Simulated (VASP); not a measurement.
Set up this calculation in VASP 6.6.1, as the native input.

```yaml
Task: single point
Functional: HSE06
Potentials_or_basis: VASP PAW PBE potentials, release 64 (Re)
Cutoff: 520 eV
k_mesh: 6 × 6 × 6
Occupations: fermi-dirac, width 0.1 eV
Spin: no spin polarisation
Dipole_correction: no
Grid_for_exact_exchange_PRECFOCK: Normal
Further_INCAR_settings: ALGO = Normal; EDIFF = 1e-06; NBANDS = 10
Share_of_exact_exchange: 0.25
Screening_parameter: 0.2079 1/Å
```

Crystal: Re.

```
CELL_PARAMETERS angstrom
0.00000 1.94685 1.94685
1.94685 0.00000 1.94685
1.94685 1.94685 0.00000
ATOMIC_POSITIONS crystal
Re 0.00000 0.00000 0.00000
```

This isn't the form of Re at room conditions, which is hcp.

The input as run:

POSCAR

```
Re
1.0
    0.0000000000      1.9468452412      1.9468452412
    1.9468452412      0.0000000000      1.9468452412
    1.9468452412      1.9468452412      0.0000000000
Re
1
Direct
    0.0000000000      0.0000000000      0.0000000000
```

INCAR.step1

```
SYSTEM = Re
  PREC = Accurate
  ENCUT = 520
  EDIFF = 1E-5
  ISMEAR = -1
  SIGMA = 0.1
  LREAL = .False.
  LASPH = .True.
  NELM = 120
  ALGO = Normal
  ISIF = 2
  LWAVE = .True.
  LCHARG = .False.
  NBANDS = 10
  GGA = PE
  GGA_COMPAT = .False.
```

INCAR.step2

```
SYSTEM = Re
  PREC = Accurate
  ENCUT = 520
  EDIFF = 1E-6
  ISMEAR = -1
  SIGMA = 0.1
  LREAL = .False.
  LASPH = .True.
  NELM = 120
  ALGO = Normal
  ISIF = 2
  LWAVE = .False.
  LCHARG = .False.
  GGA = PE
  LHFCALC = .True.
  HFSCREEN = 0.2079
  PRECFOCK = Normal
  NBANDS = 10
  ISTART = 1
  GGA_COMPAT = .False.
```

KPOINTS

```
regular mesh
0
Gamma
  6 6 6
  0 0 0
```

Potentials or basis: VASP PAW PBE potentials, release 64 (Re).

Launch:

```sh
$ cat potpaw_PBE.64/Re/POTCAR > POTCAR
$ cp INCAR.step1 INCAR
$ mpirun -np 1 vasp_std > vasp.out
$ cp INCAR.step2 INCAR
$ mpirun -np 1 vasp_std > vasp.out
```

Results of the run:

* Pressure: -8.7 GPa
* Band gap on the k mesh: zero (an odd number of electrons rules out a gap without spin polarisation)

Caveat: the k points lie up to 0.47 Å⁻¹ apart, too coarse for converged energies and pressures of a metal; the PAW data sets were made with another functional, which shifts forces and pressure a little; spin-orbit coupling is left out, which moves the levels of the heavy elements.

It took 4.3 min on 1 thread of Intel(R) Xeon(R) Platinum 8488C (Sapphire Rapids) (shared host), peak memory 0.23 GiB.
